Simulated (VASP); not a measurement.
Here is a VASP 6.6.1 calculation.

The input POSCAR:

```
Pd
1.0
    0.0000000000      1.9334358480      1.9334358480
    1.9334358480      0.0000000000      1.9334358480
    1.9334358480      1.9334358480      0.0000000000
Pd
1
Direct
    0.0000000000      0.0000000000      0.0000000000
```

INCAR.step1

```
PREC = Accurate
ENCUT = 520
EDIFF = 1E-5
ISMEAR = -1
SIGMA = 0.05
LREAL = F
LASPH = T
NELM = 80
ALGO = Normal
ISIF = 2
LWAVE = T
GGA = PE
NBANDS = 11
```

The input INCAR.step2:

```
PREC = Accurate
ENCUT = 520
EDIFF = 1E-7
ISMEAR = -1
SIGMA = 0.05
LREAL = F
LASPH = T
NELM = 80
ALGO = Normal
ISIF = 2
LWAVE = F
LCHARG = T
GGA = PS
LHFCALC = T
AEXX = 0.25
HFSCREEN = 0.207
PRECFOCK = Normal
LELF = T
LVHAR = T
ISTART = 1
NBANDS = 11
```

KPOINTS

```
regular mesh
0
Gamma
  6 6 6
```

Potentials or basis: VASP PAW PBE potentials, release 64 (Pd).

Command:

```console
$ cat potpaw_PBE.64/Pd/POTCAR > POTCAR
$ cp INCAR.step1 INCAR
$ mpirun -np 1 vasp_std > vasp.out
$ cp INCAR.step2 INCAR
$ mpirun -np 1 vasp_std > vasp.out
```

Task: Estimate the pressure.

Result: -1.3 GPa.

Task: Estimate the band gap on the k mesh.

Result: Zero (bands 5 and 6 overlap by 2.33 eV).

Caveat: the k points lie up to 0.47 Å⁻¹ apart, too coarse for converged energies and pressures of a metal; the PAW data sets were made with another functional, which shifts forces and pressure a little.
